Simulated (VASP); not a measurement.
A run of VASP 6.6.1:

Contents of INCAR:

```
SYSTEM = InF
ALGO = Normal ; EDIFF = 1E-8
ENCUT = 520 ; IBRION = 8
ISIF = 2 ; ISMEAR = -1
LASPH = .True. ; LCHARG = .False.
LREAL = .False. ; LWAVE = .False.
NBANDS = 17 ; NELM = 100
NSW = 1 ; PREC = Accurate
SIGMA = 0.15
```

The input KPOINTS:

```
k-points
0
Gamma
  14 14 14
  0 0 0
```

POSCAR

```
InF
1.0
    3.0840000000      0.0000000000      0.0000000000
    0.0000000000      3.0840000000      0.0000000000
    0.0000000000      0.0000000000      3.0840000000
In F
1 1
Direct
    0.0000000000      0.0000000000      0.0000000000
    0.5000000000      0.5000000000      0.5000000000
```

Potentials or basis: VASP PAW LDA potentials, release 64 (In_d, F).

Command:

```bash
$ cat potpaw_LDA.64/In_d/POTCAR potpaw_LDA.64/F/POTCAR > POTCAR
$ mpirun -np 1 vasp_std > vasp.out
```

Hardware: 1 thread of Intel(R) Xeon(R) Platinum 8488C (Sapphire Rapids), with other jobs on the host.

**Question.** How long does it take, and how much memory?

**Answer.** Run time: 3.2 min on 1 thread of Intel(R) Xeon(R) Platinum 8488C (Sapphire Rapids) (shared host), peak memory 0.39 GiB. Counts: scf iterations 52, k points 120.
